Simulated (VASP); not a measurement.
# C (P-1) in VASP: a series of runs, part 2 of 2

VASP 6.6.1.

## 3. Single point, r2SCAN (the part above a cut slid along it)

File POSCAR:

```
C
1.0
    1.7801417073     -1.7801417073      0.0000000000
    1.7801417073      0.0000000000     -1.7801417073
    7.8326235122      6.4085101464      7.1205668293
C
12
Direct
    0.5583200000      0.6666666667      0.2708666667
   -0.0416800000      0.0000000000      0.1042000000
    0.1583200000      0.3333333333      0.4375333333
    0.3583200000      0.6666666667      0.7708666667
    0.7583200000      1.0000000000      0.6042000000
   -0.0416800000      0.3333333333      0.9375333333
    0.5083200000      0.6666666667      0.3958666667
    0.9083200000      1.0000000000      0.2292000000
    0.1083200000      0.3333333333      0.5625333333
    0.3083200000      0.6666666667      0.8958666667
   -0.2916800000      0.0000000000      0.7292000000
    0.3083200000      0.3333333333      0.0625333333
```

File INCAR.step1:

```
SYSTEM = C
PREC     = Accurate       ! precision mode
ENCUT    = 520            ! plane-wave cutoff, eV
ISMEAR   = 0              ! smearing method
SIGMA    = 0.05           ! smearing width, eV
LREAL    = .False.        ! projectors in reciprocal space
LASPH    = .True.         ! aspherical terms in the spheres
NELM     = 100            ! most SCF steps
NBANDS   = 36             ! bands
GGA      = PE             ! functional
ALGO     = Normal         ! electronic algorithm
EDIFF    = 1E-4           ! SCF threshold, eV
LWAVE    = .True.         ! write WAVECAR
LCHARG   = .False.        ! write CHGCAR
```

File INCAR.step2:

```
SYSTEM = C
PREC     = Accurate       ! precision mode
ENCUT    = 520            ! plane-wave cutoff, eV
EDIFF    = 1E-7           ! SCF threshold, eV
ISMEAR   = 0              ! smearing method
SIGMA    = 0.05           ! smearing width, eV
LREAL    = .False.        ! projectors in reciprocal space
LASPH    = .True.         ! aspherical terms in the spheres
NELM     = 100            ! most SCF steps
ALGO     = Normal         ! electronic algorithm
ISIF     = 2              ! what is computed and relaxed
LWAVE    = .False.        ! write WAVECAR
LCHARG   = .False.        ! write CHGCAR
METAGGA  = R2SCAN         ! meta-GGA
LMIXTAU  = .True.       
NBANDS   = 36             ! bands
ISTART   = 1
```

File KPOINTS:

```
Automatic mesh
0
Gamma
  10 10 2
  0 0 0
```

Potentials or basis: VASP PAW PBE potentials, release 64 (C).

On the command line:

```bash
$ cat potpaw_PBE.64/C/POTCAR > POTCAR
$ cp INCAR.step1 INCAR
$ mpirun -np 1 vasp_std > vasp.out
$ cp INCAR.step2 INCAR
$ mpirun -np 1 vasp_std > vasp.out
```

OUTCAR:

```text
SYSTEM = C
   PREC = Accurate
   ENCUT = 520
   EDIFF = 1E-7
   ISMEAR = 0
   LREAL = .False.
   LASPH = .True.
   NELM = 100
   ISIF = 2
   METAGGA = R2SCAN
   ISTART = 1

 ion  position               nearest neighbor table
   1  0.558  0.667  0.271-   7 1.54   8 1.54   8 1.54   8 1.54
   2  0.958  0.000  0.104-   8 1.54  12 1.54  12 1.54  12 1.54
   3  0.158  0.333  0.438-   7 1.54   7 1.54   7 1.54   9 1.54
   4  0.358  0.667  0.771-  10 1.54  11 1.54  11 1.54  11 1.54
   5  0.758  0.000  0.604-  11 1.54   9 1.54   9 1.54   9 1.54
   6  0.958  0.333  0.938-  10 1.54  10 1.54  10 1.54  12 1.84
   7  0.508  0.667  0.396-   3 1.54   3 1.54   3 1.54   1 1.54
   8  0.908  0.000  0.229-   2 1.54   1 1.54   1 1.54   1 1.54
   9  0.108  0.333  0.563-   3 1.54   5 1.54   5 1.54   5 1.54
  10  0.308  0.667  0.896-   6 1.54   6 1.54   6 1.54   4 1.54
  11  0.708  0.000  0.729-   5 1.54   4 1.54   4 1.54   4 1.54
  12  0.308  0.333  0.063-   2 1.54   2 1.54   2 1.54   6 1.84

  LATTYP: Found a base centered monoclinic cell.
 ALAT       =     2.5175005454
 B/A-ratio  =     1.7320508076
 C/A-ratio  =     4.9152822910
 COS(beta)  =    -0.0813788459

  Lattice vectors:

 A1 = (   0.0000000000,   1.7801417073,  -1.7801417073)
 A2 = (  -1.7801417073,   0.0000000000,   1.7801417073)
 A3 = (   7.8326235122,   6.4085101464,   7.1205668293)

Analysis of symmetry for initial positions (statically):
=====================================================================
 Subroutine PRICEL returns:
 Original cell was already a primitive cell.

 Routine SETGRP: Setting up the symmetry group for a
 base centered monoclinic supercell.

 Subroutine GETGRP returns: Found  2 space group operations
 (whereof  1 operations were pure point group operations)
 out of a pool of  4 trial point group operations.

The static configuration has the point symmetry C_1 .
 The point group associated with its full space group is S_2 .

Analysis of symmetry for dynamics (positions and initial velocities):
=====================================================================
 Subroutine PRICEL returns:
 Original cell was already a primitive cell.

 Routine SETGRP: Setting up the symmetry group for a
 base centered monoclinic supercell.

 Subroutine GETGRP returns: Found  2 space group operations
 (whereof  1 operations were pure point group operations)
 out of a pool of  4 trial point group operations.

The dynamic configuration has the point symmetry C_1 .
 The point group associated with its full space group is S_2 .

 Subroutine INISYM returns: Found  2 space group operations
 (whereof  1 operations are pure point group operations),
 and found     1 'primitive' translations

----------------------------------------------------------------------------------------

                                     Primitive cell

  volume of cell :      67.6932

  direct lattice vectors                    reciprocal lattice vectors
     1.780141707 -1.780141707  0.000000000     0.168525909 -0.393227122  0.168525909
     1.780141707  0.000000000 -1.780141707     0.187251010  0.187251010 -0.374502021
     7.832623512  6.408510146  7.120566829     0.046812753  0.046812753  0.046812753

  length of vectors
     2.517500545  2.517500545 12.374225849     0.459814673  0.458669429  0.081082066

  position of ions in fractional coordinates (direct lattice)
[... 85 lines left out ...]
   dimension x,y,z NGXF=    40 NGYF=   40 NGZF=  192
   ions per type =              12
   NGX,Y,Z   is equivalent  to a cutoff of  13.21, 13.21, 12.90 a.u.
   NGXF,Y,Z  is equivalent  to a cutoff of  26.41, 26.41, 25.79 a.u.
 SYSTEM =  C
   PREC   = accura    normal or accurate (medium, high low for compatibility)
   ISTART =      1    job   : 0-new  1-cont  2-samecut
   ICHARG =      0    charge: 1-file 2-atom 10-const
   ISPIN  =      1    spin polarized calculation?
   LNONCOLLINEAR =      F non collinear calculations
   LSORBIT =      F    spin-orbit coupling
   LASPH  =      T    aspherical Exc in radial PAW
   ENCUT  =  520.0 eV  38.22 Ry    6.18 a.u.   4.68  4.68 23.01*2*pi/ulx,y,z
   NELM   =    100;   NELMIN=  2; NELMDL=  0     # of ELM steps
   EDIFF  = 0.1E-06   stopping-criterion for ELM
   LREAL  =      F    real-space projection
   EDIFFG = 0.1E-05   stopping-criterion for IOM
   NSW    =      0    number of steps for IOM
   IBRION =     -1    ionic relax: 0-MD 1-quasi-New 2-CG
   NFREE  =      0    steps in history (QN), initial steepest desc. (CG)
   ISIF   =      2    stress and relaxation
   ISYM   =      2    0-nonsym 1-usesym 2-fastsym
   POTIM  = 0.5000    time-step for ionic-motion
   TEBEG  =    0.0;   TEEND  =   0.0 temperature during run
   PSTRESS=    0.0 pullay stress
   NELECT =      48.0000    total number of electrons
   NUPDOWN=      -1.0000    fix difference up-down
   EMIN   =  10.00;   EMAX   =-10.00  energy-range for DOS
   EFERMI =   0.00;   METHOD = LEGACY
   ISMEAR =     0;   SIGMA  =   0.05  broadening in eV -4-tet -1-fermi 0-gaus
   EFERMI_NEDOS =   21; number of points for ismear=-14 and -15
   IALGO  =     38    algorithm
   IMIX   =      4    mixing-type and parameters
     AMIX     =   0.40;   BMIX     =  1.00
     AMIX_MAG =   1.60;   BMIX_MAG =  1.00
  volume/ion in A,a.u.               =       5.64        38.07
  Fermi-wavevector in a.u.,A,eV,Ry     =   1.459846  2.758708 28.996044  2.131149
  Thomas-Fermi vector in A             =   2.576365
   LORBIT       =      0    0 simple, 1 ext, 2 COOP (PROOUT), +10 PAW based schemes
   METAGGA = R2SCAN    functional components
   LHFCALC =     F    Hartree Fock is set to
   AEXX    =    0.0000 exact exchange contribution
   IVDW    =     0    specifies the selected vdW correction
   LEPSILON=     F    determine dielectric tensor
   LRPA    =     F    only Hartree local field effects (RPA)
 non-spin polarized calculation
 Gauss-broadening in eV      SIGMA  =   0.05
  energy-cutoff  :      520.00
  volume of cell :       67.69
 maximum number of plane-waves:      1846
   NGX =  9   NGY =  9   NGZ = 45

 number of electron      47.9999997 magnetization

 Free energy of the ion-electron system (eV)
  ---------------------------------------------------
  ext. energy  EPLUGINS =         0.00000000
  ---------------------------------------------------
  free energy    TOTEN  =      -114.27513391 eV

  energy without entropy =     -114.27425017  energy(sigma->0) =     -114.27469204

 E-fermi :  10.2046     XC(G=0): -14.3228

 val. band max:       10.1988263051   @ k =   0.5000   0.1000   0.0000
 cond. band min:      10.2240541309   @ k =   0.5000   0.1000   0.5000
 fundamental gap:      0.0252278258
 Fermi energy:        10.2046267591

 k-point     1 :       0.0000    0.0000    0.0000
  band No.  band energies     occupation
      1     -12.9598      2.00000
      2     -12.1538      2.00000
      3     -12.1533      2.00000
      4      -9.8428      2.00000
      5      -9.7480      2.00000
      6      -7.0074      2.00000
[... 925 lines left out ...]
     35      20.1625      0.00000
     36      20.7421      0.00000

 [... further k-points ...]

------------------------ aborting loop because EDIFF is reached ----------------------------------------

  FORCE on cell =-STRESS in cart. coord.  units (eV):
  Direction    XX          YY          ZZ          XY          YZ          ZX
  --------------------------------------------------------------------------------------
  -------------------------------------------------------------------------------------
  Total       -8.1556009      6.0007626      6.7957262      2.7619047      7.5659529     -0.5257847
  in kB     -193.0285617    142.0273742    160.8427462     65.3693695    179.0726431    -12.4443884
  external PRESSURE =      36.6138529 kB  Pullay stress =       0.0000000 kB

 VOLUME and BASIS-vectors are now :
 -----------------------------------------------------------------------------
  energy-cutoff  :      520.00
  volume of cell :       67.69
      direct lattice vectors                 reciprocal lattice vectors
     1.780141707 -1.780141707  0.000000000     0.168525909 -0.393227122  0.168525909
     1.780141707  0.000000000 -1.780141707     0.187251010  0.187251010 -0.374502021
     7.832623512  6.408510146  7.120566829     0.046812753  0.046812753  0.046812753

 POSITION                                       TOTAL-FORCE (eV/Angst)
 -----------------------------------------------------------------------------------
      4.30225      0.74196      0.74196        -0.049518     -0.060430     -0.031477
      2.52210     -1.03818      0.74196        -0.046484     -0.082789      0.919615
      4.30225      2.52210      2.52210        -0.036945     -0.038661     -0.034311
      7.86253      4.30225      4.30225         0.136217     -0.431204     -0.501357
      6.08239      2.52210      4.30225        -0.012301     -0.071496     -0.053432
      9.64267      4.30225      6.08239         1.482533     -4.416896     -1.516987
      5.19232      1.63203      1.63203         0.012301      0.071496      0.053432
      3.41218     -0.14811      1.63203        -0.136217      0.431204      0.501357
      5.19232      3.41218      3.41218         0.036945      0.038661      0.034311
      8.75260      5.19232      5.19232         0.046484      0.082789     -0.919615
      6.97246      3.41218      5.19232         0.049518      0.060430      0.031477
      1.63203     -0.14811     -0.14811        -1.482533      4.416896      1.516987
 -----------------------------------------------------------------------------------
    total drift:                                0.000003      0.000008      0.000007

  FREE ENERGIE OF THE ION-ELECTRON SYSTEM (eV)
  ---------------------------------------------------
  free  energy   TOTEN  =      -114.2751339074 eV

  energy  without entropy=     -114.2742501733  energy(sigma->0) =     -114.27469204
```

It took 26 min on 1 thread of Intel Xeon 8259CL, shared host; peak memory 0.29 GiB.

Results:

```
Free energy            : -114.2751 eV
Pressure               : 3.7 GPa
Largest force          : 4.900 eV/Å
Band gap on the k mesh : zero (bands 24 and 25 overlap by 0.57 eV)
```

Forces in eV/Å, atoms in the order of the input:
```
C   -0.050 -0.060 -0.031
C   -0.046 -0.083  0.920
C   -0.037 -0.039 -0.034
C    0.136 -0.431 -0.501
C   -0.012 -0.071 -0.053
C    1.483 -4.417 -1.517
C    0.012  0.071  0.053
C   -0.136  0.431  0.501
C    0.037  0.039  0.034
C    0.046  0.083 -0.920
C    0.050  0.060  0.031
C   -1.483  4.417  1.517
```

Caveat: the cell differs from its parent crystal (the part above a cut slid along it); the stress differs along the axes, from -19 to 16 GPa; the PAW data sets were made with another functional, which shifts forces and pressure a little.

The gap in the log of VASP goes by the Fermi energy; the results here count the filled bands.